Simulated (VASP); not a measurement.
Wanted: the native input for a VASP 6.6.1 run.

- Task: single point
- Functional: r2SCAN
- Potentials or basis: VASP PAW PBE potentials, release 64 (Ti_sv, Si)
- Cutoff: 520 eV
- k mesh: 7 × 7 × 7
- Occupations: fermi-dirac, width 0.05 eV
- Spin: no spin polarisation
- Dipole correction: no
- Further INCAR settings: ALGO = Normal; EDIFF = 1e-07; NBANDS = 29

The system is TiSi2.

```
Ti Si
1.0
     0.00000    4.08988    4.23429
     2.37347    0.00000    4.23429
     2.37347    4.08988    0.00000
Ti Si
2 4
Direct
  0.75000 0.75000 0.75000
  0.50000 0.50000 0.50000
  0.41257 0.08743 0.41257
  0.08743 0.41257 0.08743
  0.16257 0.83743 0.16257
  0.83743 0.16257 0.83743
```

These files were run (other wordings do the same):

POSCAR

```
TiSi2
1.0
    0.0000000000      4.0898811360      4.2342869207
    2.3734744776      0.0000000000      4.2342869207
    2.3734744776      4.0898811360      0.0000000000
Ti Si
2 4
Direct
    0.7500000000      0.7500000000      0.7500000000
    0.5000000000      0.5000000000      0.5000000000
    0.4125656100      0.0874343900      0.4125656100
    0.0874343900      0.4125656100      0.0874343900
    0.1625656100      0.8374343900      0.1625656100
    0.8374343900      0.1625656100      0.8374343900
```

INCAR.step1

```
ALGO = Normal ; EDIFF = 1E-4
ENCUT = 520 ; GGA = PE
ISMEAR = -1 ; LASPH = True
LCHARG = False ; LREAL = False
LWAVE = True ; NBANDS = 29
NELM = 80 ; PREC = Accurate
SIGMA = 0.05
```

INCAR.step2

```
ALGO = Normal ; EDIFF = 1E-7
ENCUT = 520 ; ISIF = 2
ISMEAR = -1 ; ISTART = 1
LASPH = True ; LCHARG = True
LELF = True ; LMIXTAU = True
LREAL = False ; LVHAR = True
LWAVE = False ; METAGGA = R2SCAN
NBANDS = 29 ; NELM = 80
PREC = Accurate ; SIGMA = 0.05
```

KPOINTS

```
k-points
0
Gamma
  7 7 7
```

Potentials or basis: VASP PAW PBE potentials, release 64 (Ti_sv, Si).

Run with:

```sh
$ cat potpaw_PBE.64/Ti_sv/POTCAR potpaw_PBE.64/Si/POTCAR > POTCAR
$ cp INCAR.step1 INCAR
$ mpirun -np 1 vasp_std > vasp.out
$ cp INCAR.step2 INCAR
$ mpirun -np 1 vasp_std > vasp.out
```

Results of the run:

```
Pressure               : 3.3 GPa
Largest force          : 0.011 eV/Å
Band gap on the k mesh : zero (bands 20 and 21 overlap by 1.99 eV)
```

Caveat: the cell stands under pressure; the PAW data sets were made with another functional, which shifts forces and pressure a little.

Wall time 13 min on 1 thread of Intel(R) Xeon(R) Platinum 8259CL CPU @ 2.50GHz (Skylake/Cascade Lake) (shared host), peak memory 0.34 GiB.
